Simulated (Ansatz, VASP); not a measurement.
## SnSe: VASP beside Ansatz

File INCAR:

```
PREC = Accurate
ENCUT = 500
EDIFF = 1E-6
ISMEAR = -1
SIGMA = 0.02
LREAL = F
LASPH = T
NELM = 120
ALGO = Normal
ISIF = 2
LWAVE = F
LCHARG = F
GGA = CA
NBANDS = 17
GGA_COMPAT = F
```

KPOINTS

```
Automatic mesh
0
Gamma
  9 9 9
```

The input POSCAR:

```
SnSe
1.0
   -0.0903000000      2.9648500000      2.9648500000
    2.9648500000     -0.0903000000      2.9648500000
    2.9648500000      2.9648500000     -0.0903000000
Sn Se
1 1
Direct
    0.0000000000      0.0000000000      0.0000000000
    0.5000000000      0.5000000000      0.5000000000
```

Input for Ansatz:

```yaml
crystal:
  lattice:
    - [-0.0903, 2.96485, 2.96485]
    - [2.96485, -0.0903, 2.96485]
    - [2.96485, 2.96485, -0.0903]
  atoms:
    - { symbol: Sn, position: [0.0, 0.0, 0.0] }
    - { symbol: Se, position: [0.5, 0.5, 0.5] }
kpoints:
  mp_grid: { grid: [9, 9, 9] }
  band_path:
    path:
      - [0.0, 0.0, 0.0]
      - [0.5, 0.5, 0.5]
      - [0.2579113083, 0.5, 0.7420886917]
      - [-0.2579113083, 0.2579113083, 0.5]
      - [0.0, 0.0, 0.5]
      - [0.0, 0.0, 0.0]
      - [-0.3789556542, 0.0, 0.3789556542]
      - [0.0, 0.3789556542, 0.6210443458]
      - [0.0, 0.5, 0.5]
    npoints: 5
scf:
  occupations: { method: fermi_dirac, width: 0.02 }
hamiltonian:
  xc: lda
  pseudopotentials: { kind: all_electron, lapw: { basis_error: 0.00025 } }
output:
  forces: true
  stress: true
  eigenvalues: true
```

Change from the starting cell: equal xy, yz and zx shear strains of -3 %.

Alike in both runs: task single point; functional LDA; k mesh 9 × 9 × 9; occupations fermi-dirac, width 0.02 eV; no spin polarisation.

```csv
,VASP,Ansatz
version,VASP 6.6.1,Ansatz 0.2.0
potentials or method,"VASP PAW LDA potentials, release 64 (Sn_d, Se), cutoff 500 eV","all-electron LAPW, scalar-relativistic"
```

|  | VASP | Ansatz | Ansatz less VASP |
| --- | --- | --- | --- |
| pressure (GPa) | -3.2 | -3.3 | -0.09 |
| traceless stress, the component that is largest in VASP (GPa) | 0.58 | 0.58 | +0.002 |

LDA's correlation is that of Perdew and Zunger in VASP and of Perdew and Wang (1992) in Ansatz. Ansatz ran all-electron here, and VASP with PAW potentials.
